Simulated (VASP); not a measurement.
Pd:

```
CELL_PARAMETERS angstrom
2.75050 0.00000 0.00000
0.00000 2.75050 0.00000
0.00000 0.00000 3.88980
ATOMIC_POSITIONS crystal
Pd 0.00000 0.00000 0.00000
Pd 0.50000 0.50000 0.50000
```

| Property | Result |
| --- | --- |
| Program | VASP 6.6.1 |
| Task | relaxation of cell and atoms |
| Functional | LDA |
| Potentials or basis | VASP PAW LDA potentials, release 64 (Pd) |
| Cutoff | 600 eV |
| k mesh | 11 × 11 × 8 |
| Occupations | fermi-dirac, width 0.05 eV |
| Spin | collinear spin |
| Starting moments | [0.5, -0.5] μB |

At the start: pressure -7.7 GPa; volume 14.71 Å³/atom.

How do energy, volume and symmetry change on relaxing?

Over 9 steps the energy falls by 13.6 meV/atom and the volume is 14.17 Å³/atom (-3.7 %); space group Fm-3m (No. 225, to 0.1 Å) before and after; moment 0.00 μB per cell.

Step by step:
```
step  energy change (eV)  largest force (eV/Å)  pressure (GPa)  volume (Å³)
   1              0.0000                0.0000           -7.67        29.43
   2              0.0679                0.0000           17.95        26.53
   3             -0.0270                0.0000           -0.18        28.37
   4             -0.0270                0.0000           -0.01        28.35
   5             -0.0270                0.0000            0.17        28.32
   6             -0.0270                0.0000           -0.25        28.38
   7             -0.0270                0.0000           -0.15        28.36
   8             -0.0271                0.0000           -0.10        28.36
   9             -0.0271                0.0000            0.00        28.34
```

Final structure:
```
Pd
1.0
     2.72174    0.00000    0.00000
     0.00000    2.72174    0.00000
     0.00000    0.00000    3.82626
Pd
2
Direct
  0.00000 0.00000 0.00000
  0.50000 0.50000 0.50000
```
